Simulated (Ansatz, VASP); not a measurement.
# One calculation of Ga, two programs

```
CELL_PARAMETERS angstrom
4.70710 0.00000 0.00000
-2.35355 4.07647 0.00000
0.00000 0.00000 3.01702
ATOMIC_POSITIONS crystal
Ga 0.00000 0.00000 0.00000
Ga 0.33333 0.66667 0.50000
Ga 0.66667 0.33333 0.50000
```

Alike in both runs: task single point; functional PBE; k mesh 9 × 9 × 12; occupations fermi-dirac, width 0.1 eV; no spin polarisation.

|  | VASP | Ansatz |
| --- | --- | --- |
| version | VASP 6.6.1 | Ansatz 0.2.0 |
| potentials or method | VASP PAW PBE potentials, release 64 (Ga_d), cutoff 520 eV | plane waves (420 eV) with PAW, scalar-relativistic |
| valence electrons in the cell | 39 | 39 |

```tsv
	VASP	Ansatz	Ansatz less VASP
pressure (GPa)	0.3	0.2	-0.09
traceless stress, the component that is largest in VASP (GPa)	-0.38	-0.35	+0.027
```
